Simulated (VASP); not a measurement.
# Nb16H (a cell with a defect) in VASP: single point with PBEsol

Aim: the single point of Nb16H (a cell with a defect) with PBEsol.

Everything below comes from runs of VASP 6.6.1. Logs are shortened: lines on timing, memory, paths and dates and some standing lists are left out, and cuts for length are marked.

## 1. The cell of the first run

The cell holds a defect, 17 atoms: a = 6.600 Å, b = 6.600 Å, c = 6.600 Å, α = 90.00°, β = 90.00°, γ = 90.00°.

## 2. Single point, PBEsol

Contents of INCAR:

```
ALGO = Normal ; EDIFF = 1E-6
ENCUT = 520 ; GGA = PS
ISIF = 2 ; ISMEAR = 0
LASPH = True ; LCHARG = False
LREAL = Auto ; LWAVE = False
NBANDS = 118 ; NELM = 80
PREC = Accurate ; SIGMA = 0.1
```

Contents of KPOINTS:

```
k-points
0
Gamma
  3 3 3
```

Contents of POSCAR:

```
Nb16H
1.0
    6.6000000000      0.0000000000      0.0000000000
    0.0000000000      6.6000000000      0.0000000000
    0.0000000000      0.0000000000      6.6000000000
Nb H
16 1
Direct
    0.0001427273      0.0008931818      0.0004575758
    0.4994557576      0.0008924242      0.0004586364
   -0.0013236364      0.5016078788     -0.0024306061
    0.0113287879     -0.0030742424      0.5059362121
    0.2497996970      0.2499251515      0.2499175758
    0.5009246970      0.5016071212     -0.0024293939
    0.4882666667     -0.0030751515      0.5059374242
    0.7497998485      0.2589722727      0.2421756061
   -0.0002457576      0.4995115152      0.4982189394
    0.2497990909      0.7490436364      0.2518745455
    0.2497995455      0.2478015152      0.7511003030
    0.4998443939      0.4995107576      0.4982198485
    0.7497990909      0.7528625758      0.2495833333
    0.7497993939      0.2509510606      0.7487737879
    0.2497986364      0.7463798485      0.7532021212
    0.7497984848      0.7488940909      0.7511090909
    0.7497975758      0.0379116667      0.4199103030
```

Potentials or basis: VASP PAW PBE potentials, release 64 (Nb_sv, H).

Launch:

```sh
cat potpaw_PBE.64/Nb_sv/POTCAR potpaw_PBE.64/H/POTCAR > POTCAR
mpirun -np 1 vasp_std > vasp.out
```

OUTCAR:

```text
EDIFF = 1E-6
   ENCUT = 520
   GGA = PS
   ISIF = 2
   ISMEAR = 0
   LASPH = True
   LREAL = Auto
   NELM = 80
   PREC = Accurate

 ion  position               nearest neighbor table
   1  0.000  0.001  0.000-  11 2.84  13 2.85   5 2.85   8 2.86  15 2.86  16 2.86  14 2.87  10 2.87

   2  0.499  0.001  0.000-  11 2.84  13 2.85   5 2.85   8 2.86  15 2.86  16 2.86  14 2.87  10 2.87

   3  0.999  0.502  0.998-   8 2.81  15 2.82  16 2.83  14 2.85  11 2.86  13 2.87  10 2.87   5 2.88

   4  0.011  0.997  0.506-  17 1.84  11 2.80  15 2.81  10 2.82   5 2.85  16 2.88  14 2.89  13 2.90
                             8 3.00
   5  0.250  0.250  0.250-   7 2.85   4 2.85  12 2.85   9 2.85   2 2.85   1 2.85   6 2.88   3 2.88

   6  0.501  0.502  0.998-   8 2.81  15 2.82  16 2.83  14 2.85  11 2.86  13 2.87  10 2.87   5 2.88

   7  0.488  0.997  0.506-  17 1.84  11 2.80  15 2.81  10 2.82   5 2.85  16 2.88  14 2.89  13 2.90
                             8 3.00
   8  0.750  0.259  0.242-  17 1.87   6 2.81   3 2.81   9 2.85  12 2.85   1 2.86   2 2.86   4 3.00
                             7 3.00
   9  1.000  0.500  0.498-  10 2.84   8 2.85   5 2.85  14 2.85  15 2.87  13 2.87  16 2.87  11 2.88

  10  0.250  0.749  0.252-   7 2.82   4 2.82   9 2.84  12 2.84   3 2.87   6 2.87   2 2.87   1 2.87

  11  0.250  0.248  0.751-   7 2.80   4 2.80   1 2.84   2 2.84   3 2.86   6 2.86  12 2.88   9 2.88

  12  0.500  0.500  0.498-  10 2.84   8 2.85   5 2.85  14 2.85  15 2.87  13 2.87  16 2.87  11 2.88

  13  0.750  0.753  0.250-   2 2.85   1 2.85   9 2.87  12 2.87   6 2.87   3 2.87   4 2.90   7 2.90

  14  0.750  0.251  0.749-   6 2.85   3 2.85  12 2.85   9 2.85   1 2.87   2 2.87   4 2.89   7 2.89

  15  0.250  0.746  0.753-   7 2.81   4 2.81   3 2.82   6 2.82   1 2.86   2 2.86   9 2.87  12 2.87

  16  0.750  0.749  0.751-   6 2.83   3 2.83   2 2.86   1 2.86  12 2.87   9 2.87   7 2.88   4 2.88

  17  0.750  0.038  0.420-   4 1.84   7 1.84   8 1.87

  LATTYP: Found a simple cubic cell.
 ALAT       =     6.6000000000

  Lattice vectors:

 A1 = (   6.6000000000,   0.0000000000,   0.0000000000)
 A2 = (   0.0000000000,   6.6000000000,   0.0000000000)
 A3 = (   0.0000000000,   0.0000000000,   6.6000000000)

Analysis of symmetry for initial positions (statically):
=====================================================================
 Subroutine PRICEL returns:
 Original cell was already a primitive cell.

 Routine SETGRP: Setting up the symmetry group for a
 simple cubic supercell.

 Subroutine GETGRP returns: Found  2 space group operations
 (whereof  1 operations were pure point group operations)
 out of a pool of 48 trial point group operations.

The static configuration has the point symmetry C_1 .
 The point group associated with its full space group is C_1h.

Analysis of symmetry for dynamics (positions and initial velocities):
=====================================================================
 Subroutine PRICEL returns:
 Original cell was already a primitive cell.

 Routine SETGRP: Setting up the symmetry group for a
 simple cubic supercell.

 Subroutine GETGRP returns: Found  2 space group operations
 (whereof  1 operations were pure point group operations)
 out of a pool of 48 trial point group operations.

The dynamic configuration has the point symmetry C_1 .
 The point group associated with its full space group is C_1h.

 Subroutine INISYM returns: Found  2 space group operations
 (whereof  1 operations are pure point group operations),
 and found     1 'primitive' translations

----------------------------------------------------------------------------------------

                                     Primitive cell

  volume of cell :     287.4960

  direct lattice vectors                    reciprocal lattice vectors
     6.600000000  0.000000000  0.000000000     0.151515152  0.000000000  0.000000000
     0.000000000  6.600000000  0.000000000     0.000000000  0.151515152  0.000000000
     0.000000000  0.000000000  6.600000000     0.000000000  0.000000000  0.151515152

  length of vectors
     6.600000000  6.600000000  6.600000000     0.151515152  0.151515152  0.151515152

  position of ions in fractional coordinates (direct lattice)
     0.000142727  0.000893182  0.000457576
     0.499455758  0.000892424  0.000458636
     0.998676364  0.501607879  0.997569394
     0.011328788  0.996925758  0.505936212
     0.249799697  0.249925152  0.249917576
     0.500924697  0.501607121  0.997570606
[... 9 lines left out ...]
     0.749798485  0.748894091  0.751109091
     0.749797576  0.037911667  0.419910303

  ion indices of the primitive-cell ions
   primitive index   ion index
                 1           1
                 2           2
                 3           3
                 4           4
                 5           5
                 6           6
[... 9 lines left out ...]
                16          16
                17          17

----------------------------------------------------------------------------------------

 KPOINTS: k-points

Automatic generation of k-mesh.
 Grid dimensions read from file:
 generate k-points for:    3    3    3

 Generating k-lattice:

  Cartesian coordinates                     Fractional coordinates (reciprocal lattice)
     0.050505051  0.000000000  0.000000000     0.333333333  0.000000000  0.000000000
     0.000000000  0.050505051  0.000000000     0.000000000  0.333333333  0.000000000
     0.000000000  0.000000000  0.050505051     0.000000000  0.000000000  0.333333333

  Length of vectors
     0.050505051  0.050505051  0.050505051

  Shift w.r.t. Gamma in fractional coordinates (k-lattice)
     0.000000000  0.000000000  0.000000000

 Subroutine IBZKPT returns following result:
 ===========================================

 Found     10 irreducible k-points:

 Following reciprocal coordinates:
            Coordinates               Weight
  0.000000  0.000000  0.000000      1.000000
  0.333333  0.000000  0.000000      2.000000
  0.000000  0.333333  0.000000      2.000000
  0.000000  0.000000  0.333333      2.000000
  0.333333  0.333333  0.000000      4.000000
  0.000000  0.333333  0.333333      2.000000
  0.333333  0.000000  0.333333      4.000000
  0.000000 -0.333333  0.333333      2.000000
  0.333333  0.333333  0.333333      4.000000
 -0.333333 -0.333333  0.333333      4.000000
   k-points           NKPTS =     10   k-points in BZ     NKDIM =     10   number of bands    NBANDS=    118
   number of dos      NEDOS =    301   number of ions     NIONS =     17
   total plane-waves  NPLWV = 125000
   dimension x,y,z NGX =    50 NGY =   50 NGZ =   50
   dimension x,y,z NGXF=   100 NGYF=  100 NGZF=  100
   ions per type =              16   1
   NGX,Y,Z   is equivalent  to a cutoff of  12.59, 12.59, 12.59 a.u.
   NGXF,Y,Z  is equivalent  to a cutoff of  25.19, 25.19, 25.19 a.u.
 SYSTEM =  unknown system
   PREC   = accura    normal or accurate (medium, high low for compatibility)
   ISTART =      0    job   : 0-new  1-cont  2-samecut
   ICHARG =      2    charge: 1-file 2-atom 10-const
   ISPIN  =      1    spin polarized calculation?
   LNONCOLLINEAR =      F non collinear calculations
   LSORBIT =      F    spin-orbit coupling
   LASPH  =      T    aspherical Exc in radial PAW
   ENCUT  =  520.0 eV  38.22 Ry    6.18 a.u.  12.27 12.27 12.27*2*pi/ulx,y,z
   NELM   =     80;   NELMIN=  2; NELMDL= -5     # of ELM steps
   EDIFF  = 0.1E-05   stopping-criterion for ELM
   LREAL  =      T    real-space projection
   EDIFFG = 0.1E-04   stopping-criterion for IOM
   NSW    =      0    number of steps for IOM
   IBRION =     -1    ionic relax: 0-MD 1-quasi-New 2-CG
   NFREE  =      0    steps in history (QN), initial steepest desc. (CG)
   ISIF   =      2    stress and relaxation
   ISYM   =      2    0-nonsym 1-usesym 2-fastsym
   POTIM  = 0.5000    time-step for ionic-motion
   TEBEG  =    0.0;   TEEND  =   0.0 temperature during run
   PSTRESS=    0.0 pullay stress
   NELECT =     209.0000    total number of electrons
   NUPDOWN=      -1.0000    fix difference up-down
   EMIN   =  10.00;   EMAX   =-10.00  energy-range for DOS
   EFERMI =   0.00;   METHOD = LEGACY
   ISMEAR =     0;   SIGMA  =   0.10  broadening in eV -4-tet -1-fermi 0-gaus
   EFERMI_NEDOS =   21; number of points for ismear=-14 and -15
   IALGO  =     38    algorithm
   IMIX   =      4    mixing-type and parameters
     AMIX     =   0.40;   BMIX     =  1.00
     AMIX_MAG =   1.60;   BMIX_MAG =  1.00
  volume/ion in A,a.u.               =      16.91       114.12
  Fermi-wavevector in a.u.,A,eV,Ry     =   1.472018  2.781710 29.481589  2.166836
  Thomas-Fermi vector in A             =   2.587083
   LORBIT       =      0    0 simple, 1 ext, 2 COOP (PROOUT), +10 PAW based schemes
   GGA     = PS    functional components
   LHFCALC =     F    Hartree Fock is set to
   AEXX    =    0.0000 exact exchange contribution
   IVDW    =     0    specifies the selected vdW correction
   LEPSILON=     F    determine dielectric tensor
   LRPA    =     F    only Hartree local field effects (RPA)
 non-spin polarized calculation
 Gauss-broadening in eV      SIGMA  =   0.10
  energy-cutoff  :      520.00
  volume of cell :      287.50
 maximum number of plane-waves:      7809
 NGX is ok and might be reduce to    50
   NGX = 25   NGY = 25   NGZ = 25

 number of electron     209.0000019 magnetization

 Free energy of the ion-electron system (eV)
  ---------------------------------------------------
  ext. energy  EPLUGINS =         0.00000000
  ---------------------------------------------------
  free energy    TOTEN  =      -179.15221795 eV

  energy without entropy =     -179.09512351  energy(sigma->0) =     -179.12367073

 E-fermi :  11.1110     XC(G=0): -12.6724

 val. band max:       11.0975423903   @ k =   0.0000   0.0000   0.3333
 cond. band min:      11.1287332837   @ k =   0.3333   0.0000   0.3333
 fundamental gap:      0.0311908934
 Fermi energy:        11.1109814807

 k-point     1 :       0.0000    0.0000    0.0000
  band No.  band energies     occupation
      1     -43.1162      2.00000
      2     -42.9399      2.00000
      3     -42.9222      2.00000
      4     -42.9031      2.00000
      5     -42.8822      2.00000
      6     -42.8808      2.00000
[... 108 lines left out ...]
    115      13.3959      0.00000
    116      13.4068      0.00000
[... 1069 lines left out ...]
    115      13.5292      0.00000
    116      13.5646      0.00000
 [bands above 116 left out]

------------------------ aborting loop because EDIFF is reached ----------------------------------------

  FORCE on cell =-STRESS in cart. coord.  units (eV):
  Direction    XX          YY          ZZ          XY          YZ          ZX
  --------------------------------------------------------------------------------------
  -------------------------------------------------------------------------------------
  Total       -4.8940654     -7.9836464     -7.7174867      0.0000000     -1.0085295      0.0000000
  in kB      -27.2739815    -44.4918098    -43.0085367      0.0000000     -5.6204019      0.0000000
  external PRESSURE =     -38.2581093 kB  Pullay stress =       0.0000000 kB

 VOLUME and BASIS-vectors are now :
 -----------------------------------------------------------------------------
  energy-cutoff  :      520.00
  volume of cell :      287.50
      direct lattice vectors                 reciprocal lattice vectors
     6.600000000  0.000000000  0.000000000     0.151515152  0.000000000  0.000000000
     0.000000000  6.600000000  0.000000000     0.000000000  0.151515152  0.000000000
     0.000000000  0.000000000  6.600000000     0.000000000  0.000000000  0.151515152

 POSITION                                       TOTAL-FORCE (eV/Angst)
 -----------------------------------------------------------------------------------
      0.00094      0.00589      0.00302         0.005284      0.011776      0.022327
      3.29641      0.00589      0.00303        -0.005284      0.011776      0.022327
      6.59126      3.31061      6.58396        -0.015919      0.019393      0.010630
      0.07477      6.57971      3.33918         0.011941      0.045100      0.043297
      1.64868      1.64951      1.64946         0.000000      0.017022      0.009048
      3.30610      3.31061      6.58397         0.015919      0.019393      0.010630
[... 9 lines left out ...]
      4.94867      4.94270      4.95732         0.000000      0.008964      0.020505
      4.94866      0.25022      2.77141         0.000000     -0.292224     -0.305923
 -----------------------------------------------------------------------------------
    total drift:                               -0.319269     -0.001666     -0.005351

  FREE ENERGIE OF THE ION-ELECTRON SYSTEM (eV)
  ---------------------------------------------------
  free  energy   TOTEN  =      -179.1522179472 eV

  energy  without entropy=     -179.0951235121  energy(sigma->0) =     -179.12367073
```

It took 13 min on 1 thread of AMD EPYC 7R13 (Zen 3), shared host; peak memory 0.43 GiB.

Results:

| Item | Value |
| --- | --- |
| Free energy | -179.1522 eV |
| Pressure | -3.8 GPa |
| Largest force | 0.423 eV/Å |
| Band gap on the k mesh | zero (an odd number of electrons rules out a gap without spin polarisation) |

Forces in eV/Å, atoms in the order of the input:
```
Nb   0.005  0.012  0.022
Nb  -0.005  0.012  0.022
Nb  -0.016  0.019  0.011
Nb   0.012  0.045  0.043
Nb   0.000  0.017  0.009
Nb   0.016  0.019  0.011
Nb  -0.012  0.045  0.043
Nb   0.000  0.016  0.022
Nb  -0.003  0.012  0.000
Nb   0.000  0.029  0.026
Nb   0.000  0.007  0.012
Nb   0.003  0.012  0.000
Nb   0.000  0.014  0.011
Nb   0.000  0.016  0.028
Nb   0.000  0.007  0.024
Nb   0.000  0.009  0.021
H    0.000 -0.292 -0.306
```

Stress tensor (GPa, compression positive):
```
-2.73  0.00  0.00
 0.00 -4.45 -0.56
 0.00 -0.56 -4.30
```

Caveat: the PAW data sets were made with another functional, which shifts forces and pressure a little.
